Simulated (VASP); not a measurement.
# CuO (P4/nmm) in VASP: settings compared, part 2 of 2

VASP 6.6.1. The steps go on from the part before.

**5. Single point, PBEsol+U**

This run uses another cell than the first one, of 11.72 Å³/atom, 1.064 times its volume.

Contents of INCAR:

```
PREC = Accurate ; ENCUT = 520
EDIFF = 1E-7 ; ISMEAR = -1
SIGMA = 0.05 ; LREAL = F
LASPH = T ; NELM = 150
ALGO = Normal ; ISIF = 2
LWAVE = F ; LCHARG = T
LMAXMIX = 4 ; LDAU = T
LDAUTYPE = 2 ; LDAUL = 2 -1
LDAUU = 4.5 0 ; LDAUJ = 0 0
LDAUPRINT = 1 ; GGA = PS
LELF = T ; LVHAR = T
NBANDS = 25
```

Contents of KPOINTS:

```
regular mesh
0
Gamma
  8 8 6
```

Contents of POSCAR:

```
CuO
1.0
    3.1754955000      0.0000000000      0.0000000000
    0.0000000000      3.1754955000      0.0000000000
    0.0000000000      0.0000000000      4.6495318700
Cu O
2 2
Direct
    0.0000000000      0.0000000000      0.0000000000
    0.5000000000      0.5000000000      0.0000000000
    0.5000000000      0.0000000000      0.2670000000
    0.0000000000      0.5000000000      0.7330000000
```

Potentials or basis: VASP PAW PBE potentials, release 64 (Cu, O).

Command:

```
> cat potpaw_PBE.64/Cu/POTCAR potpaw_PBE.64/O/POTCAR > POTCAR
> mpirun -np 1 vasp_std > vasp.out
```

OUTCAR:

```text
PREC = Accurate
   ENCUT = 520
   EDIFF = 1E-7
   ISMEAR = -1
   LREAL = F
   LASPH = T
   NELM = 150
   ISIF = 2
   GGA = PS

 ion  position               nearest neighbor table
   1  0.000  0.000  0.000-   3 2.02   4 2.02   4 2.02   3 2.02   2 2.25   2 2.25   2 2.25   2 2.25

   2  0.500  0.500  0.000-   3 2.02   4 2.02   3 2.02   4 2.02   1 2.25   1 2.25   1 2.25   1 2.25

   3  0.500  0.000  0.267-   1 2.02   2 2.02   2 2.02   1 2.02
   4  0.000  0.500  0.733-   1 2.02   2 2.02   1 2.02   2 2.02

  LATTYP: Found a simple tetragonal cell.
 ALAT       =     3.1754955000
 C/A-ratio  =     1.4641909806

  Lattice vectors:

 A1 = (   3.1754955000,   0.0000000000,   0.0000000000)
 A2 = (   0.0000000000,   3.1754955000,   0.0000000000)
 A3 = (   0.0000000000,   0.0000000000,   4.6495318700)

Analysis of symmetry for initial positions (statically):
=====================================================================
 Subroutine PRICEL returns:
 Original cell was already a primitive cell.

 Routine SETGRP: Setting up the symmetry group for a
 simple tetragonal supercell.

 Subroutine GETGRP returns: Found 16 space group operations
 (whereof  8 operations were pure point group operations)
 out of a pool of 16 trial point group operations.

The static configuration has the point symmetry D_2d.
 The point group associated with its full space group is D_4h.

Analysis of symmetry for dynamics (positions and initial velocities):
=====================================================================
 Subroutine PRICEL returns:
 Original cell was already a primitive cell.

 Routine SETGRP: Setting up the symmetry group for a
 simple tetragonal supercell.

 Subroutine GETGRP returns: Found 16 space group operations
 (whereof  8 operations were pure point group operations)
 out of a pool of 16 trial point group operations.

The dynamic configuration has the point symmetry D_2d.
 The point group associated with its full space group is D_4h.

 Subroutine INISYM returns: Found 16 space group operations
 (whereof  8 operations are pure point group operations),
 and found     1 'primitive' translations

----------------------------------------------------------------------------------------

                                     Primitive cell

  volume of cell :      46.8848

  direct lattice vectors                    reciprocal lattice vectors
     3.175495500  0.000000000  0.000000000     0.314911484  0.000000000  0.000000000
     0.000000000  3.175495500  0.000000000     0.000000000  0.314911484  0.000000000
[... 154 lines left out ...]
  o =  0.9070  v =  0.0000  0.0000  0.0000  0.0000  0.0000  0.0000 -0.8864  0.0000 -0.4629  0.0000      0.0000  0.0000  0.0000  0.0000  0.0000  0.0000  0.0000  0.0000  0.0000  0.0000
  o =  0.9070  v =  0.0000  0.0000  0.0000  0.0000  0.0000  0.0000  0.4629 -0.0000 -0.8864 -0.0000      0.0000  0.0000  0.0000  0.0000  0.0000  0.0000  0.0000  0.0000  0.0000  0.0000
  o =  0.9070  v =  0.0000  0.4629 -0.0000 -0.8864 -0.0000  0.0000  0.0000  0.0000  0.0000  0.0000      0.0000  0.0000  0.0000  0.0000  0.0000  0.0000  0.0000  0.0000  0.0000  0.0000
  o =  0.9557  v =  0.0000 -0.0000 -1.0000 -0.0000  0.0000  0.0000  0.0000  0.0000  0.0000  0.0000      0.0000  0.0000  0.0000  0.0000  0.0000  0.0000  0.0000  0.0000  0.0000  0.0000
  o =  0.9557  v =  0.0000  0.0000  0.0000  0.0000  0.0000  0.0000 -0.0000 -1.0000 -0.0000  0.0000      0.0000  0.0000  0.0000  0.0000  0.0000  0.0000  0.0000  0.0000  0.0000  0.0000
  o =  0.9564  v =  1.0000  0.0000  0.0000  0.0000  0.0000  0.0000  0.0000  0.0000  0.0000  0.0000      0.0000  0.0000  0.0000  0.0000  0.0000  0.0000  0.0000  0.0000  0.0000  0.0000
  o =  0.9564  v =  0.0000  0.0000  0.0000  0.0000  0.0000  1.0000  0.0000  0.0000  0.0000  0.0000      0.0000  0.0000  0.0000  0.0000  0.0000  0.0000  0.0000  0.0000  0.0000  0.0000
  o =  0.9587  v =  0.0000  0.0000  0.0000 -0.0000  1.0000  0.0000  0.0000  0.0000  0.0000  0.0000      0.0000  0.0000  0.0000  0.0000  0.0000  0.0000  0.0000  0.0000  0.0000  0.0000
  o =  0.9587  v =  0.0000  0.0000  0.0000  0.0000  0.0000  0.0000  0.0000  0.0000 -0.0000  1.0000      0.0000  0.0000  0.0000  0.0000  0.0000  0.0000  0.0000  0.0000  0.0000  0.0000

atom =   2  type =  1  l = 2

 onsite density matrix

spin component  1

  0.9564  0.0000  0.0000 -0.0000  0.0000
  0.0000  0.9070  0.0000  0.0000  0.0000
  0.0000  0.0000  0.9557  0.0000 -0.0000
 -0.0000  0.0000  0.0000  0.9070 -0.0000
  0.0000  0.0000 -0.0000 -0.0000  0.9587

spin component  2

  0.9564  0.0000  0.0000 -0.0000  0.0000
  0.0000  0.9070  0.0000  0.0000  0.0000
  0.0000  0.0000  0.9557  0.0000 -0.0000
 -0.0000  0.0000  0.0000  0.9070 -0.0000
  0.0000  0.0000 -0.0000 -0.0000  0.9587

 occupancies and eigenvectors

  o =  0.9070  v =  0.0000  0.7060 -0.0000  0.7082  0.0000  0.0000  0.0000  0.0000  0.0000  0.0000      0.0000  0.0000  0.0000  0.0000  0.0000  0.0000  0.0000  0.0000  0.0000  0.0000
  o =  0.9070  v =  0.0000  0.0000  0.0000  0.0000  0.0000  0.0000  0.7060 -0.0000  0.7082  0.0000      0.0000  0.0000  0.0000  0.0000  0.0000  0.0000  0.0000  0.0000  0.0000  0.0000
  o =  0.9070  v =  0.0000  0.0000  0.0000  0.0000  0.0000  0.0000 -0.7082 -0.0000  0.7060  0.0000      0.0000  0.0000  0.0000  0.0000  0.0000  0.0000  0.0000  0.0000  0.0000  0.0000
  o =  0.9070  v =  0.0000 -0.7082 -0.0000  0.7060  0.0000  0.0000  0.0000  0.0000  0.0000  0.0000      0.0000  0.0000  0.0000  0.0000  0.0000  0.0000  0.0000  0.0000  0.0000  0.0000
  o =  0.9557  v =  0.0000  0.0000  1.0000  0.0000 -0.0000  0.0000  0.0000  0.0000  0.0000  0.0000      0.0000  0.0000  0.0000  0.0000  0.0000  0.0000  0.0000  0.0000  0.0000  0.0000
  o =  0.9557  v =  0.0000  0.0000  0.0000  0.0000  0.0000  0.0000  0.0000  1.0000  0.0000 -0.0000      0.0000  0.0000  0.0000  0.0000  0.0000  0.0000  0.0000  0.0000  0.0000  0.0000
  o =  0.9564  v =  1.0000  0.0000  0.0000  0.0000  0.0000  0.0000  0.0000  0.0000  0.0000  0.0000      0.0000  0.0000  0.0000  0.0000  0.0000  0.0000  0.0000  0.0000  0.0000  0.0000
  o =  0.9564  v =  0.0000  0.0000  0.0000  0.0000  0.0000  1.0000  0.0000  0.0000  0.0000  0.0000      0.0000  0.0000  0.0000  0.0000  0.0000  0.0000  0.0000  0.0000  0.0000  0.0000
  o =  0.9587  v =  0.0000  0.0000  0.0000  0.0000  0.0000  0.0000  0.0000  0.0000 -0.0000  1.0000      0.0000  0.0000  0.0000  0.0000  0.0000  0.0000  0.0000  0.0000  0.0000  0.0000
  o =  0.9587  v =  0.0000  0.0000  0.0000 -0.0000  1.0000  0.0000  0.0000  0.0000  0.0000  0.0000      0.0000  0.0000  0.0000  0.0000  0.0000  0.0000  0.0000  0.0000  0.0000  0.0000

 number of electron      34.0000035 magnetization

 Free energy of the ion-electron system (eV)
  ---------------------------------------------------
  ext. energy  EPLUGINS =         0.00000000
  ---------------------------------------------------
  free energy    TOTEN  =       -15.00144845 eV

  energy without entropy =      -14.95594718  energy(sigma->0) =      -14.97869781

 E-fermi :   2.3937     XC(G=0): -10.9424

 val. band max:        2.3885431606   @ k =   0.1250   0.1250   0.0000
 cond. band min:       2.4097621979   @ k =   0.2500   0.1250   0.3333
 fundamental gap:      0.0212190373
 Fermi energy:         2.3936849598

 k-point     1 :       0.0000    0.0000    0.0000
  band No.  band energies     occupation
      1     -15.6329      2.00000
      2     -14.8988      2.00000
      3      -3.9281      2.00000
      4      -3.3824      2.00000
      5      -2.7936      2.00000
      6      -2.6939      2.00000
[... 661 lines left out ...]
     24      15.8326      0.00000
     25      17.2474      0.00000

 [... further k-points ...]
[... 5 lines left out ...]
  --------------------------------------------------------------------------------------
  -------------------------------------------------------------------------------------
  Total        4.6070159      4.6070159     -4.6163258      0.0000000      0.0000000      0.0000000
  in kB      157.4338284    157.4338284   -157.7519732      0.0000000      0.0000000      0.0000000
  external PRESSURE =      52.3718945 kB  Pullay stress =       0.0000000 kB

 VOLUME and BASIS-vectors are now :
 -----------------------------------------------------------------------------
  energy-cutoff  :      520.00
  volume of cell :       46.88
      direct lattice vectors                 reciprocal lattice vectors
     3.175495500  0.000000000  0.000000000     0.314911484  0.000000000  0.000000000
     0.000000000  3.175495500  0.000000000     0.000000000  0.314911484  0.000000000
     0.000000000  0.000000000  4.649531870     0.000000000  0.000000000  0.215075416

 POSITION                                       TOTAL-FORCE (eV/Angst)
 -----------------------------------------------------------------------------------
      0.00000      0.00000      0.00000        -0.000000      0.000000      0.000000
      1.58775      1.58775      0.00000        -0.000000      0.000000      0.000000
      1.58775      0.00000      1.24143         0.000000      0.000000     -1.538677
      0.00000      1.58775      3.40811        -0.000000      0.000000      1.538677
 -----------------------------------------------------------------------------------
    total drift:                                0.000000     -0.000000     -0.000000

  FREE ENERGIE OF THE ION-ELECTRON SYSTEM (eV)
  ---------------------------------------------------
  free  energy   TOTEN  =       -15.0014484466 eV

  energy  without entropy=      -14.9559471815  energy(sigma->0) =      -14.97869781
```

OSZICAR:

```text
N       E                     dE             d eps       ncg     rms          rms(c)
DAV:   1     0.308883161422E+03    0.30888E+03   -0.16704E+04  3160   0.212E+03
DAV:   2     0.220943776484E+02   -0.28679E+03   -0.26713E+03  3076   0.401E+02
DAV:   3    -0.173870757477E+02   -0.39481E+02   -0.37340E+02  3519   0.162E+02
DAV:   4    -0.189492114137E+02   -0.15621E+01   -0.15412E+01  3672   0.343E+01
DAV:   5    -0.189817045842E+02   -0.32493E-01   -0.32479E-01  3567   0.485E+00    0.159E+01
DAV:   6    -0.203897120232E+02   -0.14080E+01   -0.38387E+01  4458   0.192E+02    0.149E+01
DAV:   7    -0.149849230617E+02    0.54048E+01   -0.10482E+01  3885   0.101E+02    0.335E+00
DAV:   8    -0.150295474879E+02   -0.44624E-01   -0.12336E+00  4144   0.108E+01    0.216E+00
DAV:   9    -0.150000120963E+02    0.29535E-01   -0.84311E-02  4789   0.703E+00    0.815E-01
DAV:  10    -0.150014593677E+02   -0.14473E-02   -0.16706E-02  4415   0.193E+00    0.266E-01
DAV:  11    -0.150013911591E+02    0.68209E-04   -0.30143E-03  4486   0.171E+00    0.770E-02
DAV:  12    -0.150015047857E+02   -0.11363E-03   -0.10790E-03  4652   0.107E+00    0.619E-02
DAV:  13    -0.150014437877E+02    0.60998E-04   -0.18545E-04  3900   0.523E-01    0.699E-03
DAV:  14    -0.150014490505E+02   -0.52628E-05   -0.33335E-05  4519   0.773E-02    0.583E-03
DAV:  15    -0.150014484903E+02    0.56018E-06   -0.35546E-06  4133   0.690E-02    0.341E-03
DAV:  16    -0.150014484466E+02    0.43766E-07   -0.47028E-07  3490   0.242E-02
   1 F= -.15001448E+02 E0= -.14978698E+02  d E =-.455013E-01
```

stdout:

```text
POSCAR found type information on POSCAR CuO
 POSCAR found :  2 types and       4 ions
 scaLAPACK will be used
 -----------------------------------------------------------------------------
|                                                                             |
|                                                                             |
|     You enforced a specific xc type in the INCAR file but a different       |
|     I HOPE YOU KNOW WHAT YOU ARE DOING!                                     |
|                                                                             |
 -----------------------------------------------------------------------------

 LDA part: xc-table for (Slater+PW92), standard interpolation
 POSCAR, INCAR and KPOINTS ok, starting setup
 FFT: planning ... GRIDC
 FFT: planning ... GRID_SOFT
 FFT: planning ... GRID
 WAVECAR not read
 entering main loop
```

Wall time 55 s (1 thread of Intel Xeon 6975P-C (Granite Rapids), shared host); peak memory 0.19 GiB.

Results:

```yaml
Free_energy: -15.0014 eV
Pressure: 5.2 GPa
Largest_force: 1.539 eV/Å
Band_gap_on_the_k_mesh: zero (band 17 reaches 2.92 eV, above the bottom of band 18 at 1.64 eV)
```

Forces on the atoms (eV/Å):
```
Cu   0.000  0.000  0.000
Cu   0.000  0.000  0.000
O    0.000  0.000 -1.539
O    0.000  0.000  1.539
```

Eigenvalues of the final occupation matrices:
| site | spin | trace | eigenvalues |
| --- | --- | --- | --- |
| site 1 d | 1 | 4.68 | 0.91 0.91 0.96 0.96 0.96 |
| site 1 d | 2 | 4.68 | 0.91 0.91 0.96 0.96 0.96 |
| site 2 d | 1 | 4.68 | 0.91 0.91 0.96 0.96 0.96 |
| site 2 d | 2 | 4.68 | 0.91 0.91 0.96 0.96 0.96 |

Caveat: the PAW data sets were made with another functional, which shifts forces and pressure a little; U without spin polarisation on a metal has little footing.

**6. Summary**

```tsv
level	potentials or basis	U	cell	k mesh	cutoff (eV)	second run	gap on the mesh (eV)	pressure (GPa)	largest force (eV/Å)
PBE	VASP PAW PBE potentials, release 64 (Cu_sv_GW, O)	-	a = 3.111, b = 3.111, c = 4.555 Å, 4 atoms	8 × 8 × 6	700	valence_matched	none	27.2	0.04
PBE	VASP PAW PBE potentials, release 64 (Cu, O)	-	a = 3.175, b = 3.175, c = 4.650 Å, 4 atoms	3 × 3 × 2	520	-	none	17.4	0.93
PBE+U	VASP PAW PBE potentials, release 64 (Cu, O)	Cu d U = 5.3 eV	a = 3.175, b = 3.175, c = 4.650 Å, 4 atoms	8 × 8 × 6	520	-	none	11.3	1.14
PBEsol+U	VASP PAW PBE potentials, release 64 (Cu, O)	Cu d U = 4.5 eV	a = 3.175, b = 3.175, c = 4.650 Å, 4 atoms	8 × 8 × 6	520	-	none	5.2	1.54
```

Alike in all rows: task single point; no spin polarisation; smearing fermi-dirac 0.05 eV.

Caveats: some runs use coarse meshes; semilocal functionals often make such compounds metallic where correlation or magnetic order opens a gap, which also shifts bond lengths (some runs); U without spin polarisation on a metal has little footing (some runs); forces of over 1 eV/Å act on the atoms, so gaps and moduli don't describe the material at rest (some runs); the PAW data sets were made with another functional, which shifts forces and pressure a little (some runs).

Absolute energies hang on the potentials; compare differences alone.
